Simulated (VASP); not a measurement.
# ZnS in VASP: further runs

ZnS is run at these levels: PBE; tasks: electric field gradients.

Everything below comes from runs of VASP 6.6.1. Logs are shortened: lines on timing, memory, paths and dates and some standing lists are left out, and cuts for length are marked.

## 1. The cell of the first run

Symmetry: I-4m2, No. 119, tetragonal system. Conventional cell: a = 3.863 Å, b = 3.863 Å, c = 5.409 Å, α = 90.00°, β = 90.00°, γ = 90.00°. Zn (site symmetry -4m2) has 4 S at 2.36 Å within 3.1 Å. S (site symmetry -4m2) has 4 Zn at 2.36 Å within 3.1 Å.

## 2. Electric field gradients, PBE (equal xx and yy strain of +1 %)

File INCAR:

```
ALGO = Normal ; EDIFF = 1E-8
ENCUT = 520 ; GGA = PE
ISIF = 2 ; ISMEAR = -1
LASPH = T ; LCHARG = F
LEFG = T ; LREAL = F
LWAVE = F ; NBANDS = 16
NELM = 60 ; PREC = Accurate
SIGMA = 0.01
```

File KPOINTS:

```
k-points
0
Gamma
  8 8 8
```

File POSCAR:

```
ZnS
1.0
    0.0000000000      2.7316965000      2.7046500000
    2.7316965000      0.0000000000      2.7046500000
    2.7316965000      2.7316965000      0.0000000000
Zn S
1 1
Direct
    0.0000000000      0.0000000000      0.0000000000
    0.7500000000      0.7500000000      0.7500000000
```

Potentials or basis: VASP PAW PBE potentials, release 64 (Zn, S).

Command:

```sh
$ cat potpaw_PBE.64/Zn/POTCAR potpaw_PBE.64/S/POTCAR > POTCAR
$ mpirun -np 1 vasp_std > vasp.out
```

OUTCAR:

```text
EDIFF = 1E-8
   ENCUT = 520
   GGA = PE
   ISIF = 2
   ISMEAR = -1
   LASPH = T
   LREAL = F
   NELM = 60
   PREC = Accurate

 ion  position               nearest neighbor table
   1  0.000  0.000  0.000-   2 2.36   2 2.36   2 2.36   2 2.36
   2  0.750  0.750  0.750-   1 2.36   1 2.36   1 2.36   1 2.36

  LATTYP: Found a body centered tetragonal cell.
 ALAT       =     3.8632022386
 C/A-ratio  =     1.4002114479

  Lattice vectors:

 A1 = (   0.0000000000,  -2.7316965000,  -2.7046500000)
 A2 = (   0.0000000000,   2.7316965000,  -2.7046500000)
 A3 = (   2.7316965000,   0.0000000000,   2.7046500000)

Analysis of symmetry for initial positions (statically):
=====================================================================
 Subroutine PRICEL returns:
 Original cell was already a primitive cell.

 Routine SETGRP: Setting up the symmetry group for a
 body centered tetragonal supercell.

 Subroutine GETGRP returns: Found  8 space group operations
 (whereof  8 operations were pure point group operations)
 out of a pool of 16 trial point group operations.

The static configuration has the point symmetry D_2d.

Analysis of symmetry for dynamics (positions and initial velocities):
=====================================================================
 Subroutine PRICEL returns:
 Original cell was already a primitive cell.

 Routine SETGRP: Setting up the symmetry group for a
 body centered tetragonal supercell.

 Subroutine GETGRP returns: Found  8 space group operations
 (whereof  8 operations were pure point group operations)
 out of a pool of 16 trial point group operations.

The dynamic configuration has the point symmetry D_2d.

 Subroutine INISYM returns: Found  8 space group operations
 (whereof  8 operations are pure point group operations),
 and found     1 'primitive' translations

----------------------------------------------------------------------------------------

                                     Primitive cell

  volume of cell :      40.3651

  direct lattice vectors                    reciprocal lattice vectors
     0.000000000  2.731696500  2.704650000    -0.183036439  0.183036439  0.184866803
     2.731696500  0.000000000  2.704650000     0.183036439 -0.183036439  0.184866803
     2.731696500  2.731696500  0.000000000     0.183036439  0.183036439 -0.184866803

  length of vectors
[... 115 lines left out ...]
  volume of cell :       40.37
 maximum number of plane-waves:      1106
 NGX is ok and might be reduce to    30
   NGX = 15   NGY = 15   NGZ = 15

 number of electron      18.0000008 magnetization

 Free energy of the ion-electron system (eV)
  ---------------------------------------------------
  ext. energy  EPLUGINS =         0.00000000
  ---------------------------------------------------
  free energy    TOTEN  =        -6.85205508 eV

  energy without entropy =       -6.85205508  energy(sigma->0) =       -6.85205508

 E-fermi :   2.1252     XC(G=0):  -9.5229

 val. band max:        1.9188065639   @ k =   0.0000   0.0000   0.0000
 cond. band min:       3.9111293949   @ k =   0.0000   0.0000   0.0000
 fundamental gap:      1.9923228310
 Fermi energy:         2.1252011868

 k-point     1 :       0.0000    0.0000    0.0000
  band No.  band energies     occupation
      1     -11.0869      2.00000
      2      -4.3560      2.00000
      3      -4.3560      2.00000
      4      -4.3503      2.00000
      5      -3.8840      2.00000
      6      -3.8816      2.00000
[... 433 lines left out ...]
      3      -4.2276      2.00000
      4      -4.1626      2.00000
      5      -3.8813      2.00000
      6      -3.8520      2.00000
[... 8 lines left out ...]
     15      14.5392      0.00000
     16      14.9013      0.00000

 [... further k-points ...]
[... 5 lines left out ...]
  --------------------------------------------------------------------------------------
  -------------------------------------------------------------------------------------
  Total       -0.0102179     -0.0102179      0.0900705      0.0000000     -0.0000000      0.0000000
  in kB       -0.4055696     -0.4055696      3.5750934      0.0000000     -0.0000000      0.0000000
  external PRESSURE =       0.9213181 kB  Pullay stress =       0.0000000 kB

 VOLUME and BASIS-vectors are now :
 -----------------------------------------------------------------------------
  energy-cutoff  :      520.00
  volume of cell :       40.37
      direct lattice vectors                 reciprocal lattice vectors
     0.000000000  2.731696500  2.704650000    -0.183036439  0.183036439  0.184866803
     2.731696500  0.000000000  2.704650000     0.183036439 -0.183036439  0.184866803
     2.731696500  2.731696500  0.000000000     0.183036439  0.183036439 -0.184866803

 POSITION                                       TOTAL-FORCE (eV/Angst)
 -----------------------------------------------------------------------------------
      0.00000      0.00000      0.00000        -0.000000     -0.000000     -0.000000
      4.09754      4.09754      4.05697         0.000000      0.000000      0.000000
 -----------------------------------------------------------------------------------
    total drift:                                0.000000      0.000000     -0.000000

  FREE ENERGIE OF THE ION-ELECTRON SYSTEM (eV)
  ---------------------------------------------------
  free  energy   TOTEN  =        -6.8520550774 eV

  energy  without entropy=       -6.8520550774  energy(sigma->0) =       -6.85205508

 Electric field gradients (V/A^2)
---------------------------------------------------------------------
 ion       V_xx      V_yy      V_zz      V_xy      V_xz      V_yz
---------------------------------------------------------------------
   1      -0.863    -0.863     1.726     0.004     0.004     0.004
   2       0.997     0.997    -1.994    -0.000    -0.000    -0.000
---------------------------------------------------------------------

 Electric field gradients after diagonalization (V/A^2)
 (convention: |V_zz| > |V_xx| > |V_yy|)
----------------------------------------------------------------------
 ion       V_xx      V_yy      V_zz     asymmetry (V_yy - V_xx)/ V_zz
----------------------------------------------------------------------
   1      -0.867    -0.859     1.726       0.004
   2       0.997     0.997    -1.994       0.000
----------------------------------------------------------------------

           NMR quadrupolar parameters

 Cq : quadrupolar parameter    Cq=e*Q*V_zz/h
 eta: asymmetry parameters     (V_yy - V_xx)/ V_zz
 Q  : nuclear electric quadrupole moment in mb (millibarn)
----------------------------------------------------------------------
 ion       Cq(MHz)       eta       Q (mb)
----------------------------------------------------------------------
   1       0.004       0.004       1.000
   2      -0.005       0.000       1.000
----------------------------------------------------------------------
```

stdout:

```text
POSCAR found type information on POSCAR ZnS
 POSCAR found :  2 types and       2 ions
 scaLAPACK will be used
 LDA part: xc-table for (Slater+PW92), standard interpolation
 POSCAR, INCAR and KPOINTS ok, starting setup
 FFT: planning ... GRIDC
 FFT: planning ... GRID_SOFT
 FFT: planning ... GRID
 WAVECAR not read
 entering main loop
ion   1

ion   2
```

It took 35 s on 1 thread of Intel Xeon Platinum 8375C at 2.90GHz (Ice Lake), shared host; peak memory 0.18 GiB.

Results:

| Property | Result |
| --- | --- |
| Free energy | -6.8521 eV |
| Pressure | 0.1 GPa |
| Band gap on the k mesh | 1.99 eV, direct |

Electric field gradients, principal values (V/Å²):
| atom | least | middle | greatest (by size) |
| --- | --- | --- | --- |
| 1 Zn | -0.859 | -0.867 | 1.726 |
| 2 S | 0.997 | 0.997 | -1.994 |

Caveat: the cell differs from its parent crystal (equal xx and yy strain of +1 %); without QUAD_EFG the Cq values of the log hold for a quadrupole moment of 1 mb, not for the nuclei.

## 3. Electric field gradients, PBE (volume scaled by 0.95)

File INCAR:

```
PREC = Accurate
ENCUT = 400
EDIFF = 1E-8
ISMEAR = -1
SIGMA = 0.01
LREAL = F
LASPH = T
NELM = 120
ALGO = Normal
ISIF = 2
LWAVE = F
LCHARG = F
GGA = PE
LEFG = T
NBANDS = 16
GGA_COMPAT = F
```

File KPOINTS:

```
Automatic mesh
0
Gamma
  8 8 8
```

File POSCAR:

```
ZnS
1.0
    0.0000000000      2.6587996169      2.6587996169
    2.6587996169      0.0000000000      2.6587996169
    2.6587996169      2.6587996169      0.0000000000
Zn S
1 1
Direct
    0.0000000000      0.0000000000      0.0000000000
    0.7500000000      0.7500000000      0.7500000000
```

Potentials or basis: VASP PAW PBE potentials, release 64 (Zn, S).

Command:

```sh
$ cat potpaw_PBE.64/Zn/POTCAR potpaw_PBE.64/S/POTCAR > POTCAR
$ mpirun -np 1 vasp_std > vasp.out
```

OUTCAR:

```text
PREC = Accurate
   ENCUT = 400
   EDIFF = 1E-8
   ISMEAR = -1
   LREAL = F
   LASPH = T
   NELM = 120
   ISIF = 2
   GGA = PE

 ion  position               nearest neighbor table
   1  0.000  0.000  0.000-   2 2.30   2 2.30   2 2.30   2 2.30
   2  0.750  0.750  0.750-   1 2.30   1 2.30   1 2.30   1 2.30

  LATTYP: Found a face centered cubic cell.
 ALAT       =     5.3175992338

  Lattice vectors:

 A1 = (   0.0000000000,   2.6587996169,   2.6587996169)
 A2 = (   2.6587996169,   0.0000000000,   2.6587996169)
 A3 = (   2.6587996169,   2.6587996169,   0.0000000000)

[... 667 lines left out ...]
  free  energy   TOTEN  =        -6.8017794685 eV

  energy  without entropy=       -6.8017794685  energy(sigma->0) =       -6.80177947

 Electric field gradients (V/A^2)
---------------------------------------------------------------------
 ion       V_xx      V_yy      V_zz      V_xy      V_xz      V_yz
---------------------------------------------------------------------
   1       0.000     0.000    -0.000     0.000     0.000     0.000
   2      -0.000     0.000    -0.000    -0.000    -0.000    -0.000
---------------------------------------------------------------------

 Electric field gradients after diagonalization (V/A^2)
 (convention: |V_zz| > |V_xx| > |V_yy|)
----------------------------------------------------------------------
 ion       V_xx      V_yy      V_zz     asymmetry (V_yy - V_xx)/ V_zz
----------------------------------------------------------------------
   1      -0.000    -0.000     0.001       0.000
   2       0.000     0.000    -0.001       0.000
----------------------------------------------------------------------

           NMR quadrupolar parameters

 Cq : quadrupolar parameter    Cq=e*Q*V_zz/h
 eta: asymmetry parameters     (V_yy - V_xx)/ V_zz
 Q  : nuclear electric quadrupole moment in mb (millibarn)
----------------------------------------------------------------------
 ion       Cq(MHz)       eta       Q (mb)
----------------------------------------------------------------------
   1       0.000       0.000       1.000
   2      -0.000       0.000       1.000
----------------------------------------------------------------------
```

stdout:

```text
POSCAR found type information on POSCAR ZnS
 POSCAR found :  2 types and       2 ions
 scaLAPACK will be used
 LDA part: xc-table for (Slater+PW92), standard interpolation
 POSCAR, INCAR and KPOINTS ok, starting setup
 FFT: planning ... GRIDC
 FFT: planning ... GRID_SOFT
 FFT: planning ... GRID
 WAVECAR not read
 entering main loop
ion   1

ion   2
```

Wall time 16 s (1 thread of AMD EPYC 9R45 (Zen 5), shared host); peak memory 0.11 GiB.

Results:

```
Free energy            : -6.8018 eV
Pressure               : 5.6 GPa
Band gap on the k mesh : 2.33 eV, direct
```

Levels at points of the mesh, in eV from the valence-band top:
| k point | band 5 | band 6 | band 7 | band 8 | band 9 | band 10 | band 11 | band 12 | band 13 | band 14 |
| --- | --- | --- | --- | --- | --- | --- | --- | --- | --- | --- |
| (0.00, 0.00, 0.00) | -5.98 | -5.98 | 0.00 | 0.00 | 0.00 | 2.33 | 6.36 | 6.36 | 6.36 | 11.82 |
| (0.50, 0.00, 0.00) | -5.95 | -5.78 | -5.61 | -0.94 | -0.94 | 3.40 | 6.89 | 6.89 | 9.05 | 12.40 |
| (0.50, 0.50, 0.00) | -5.90 | -5.75 | -4.75 | -2.40 | -2.40 | 3.29 | 4.06 | 11.33 | 12.30 | 12.30 |

Caveat: without QUAD_EFG the Cq values of the log hold for a quadrupole moment of 1 mb, not for the nuclei.
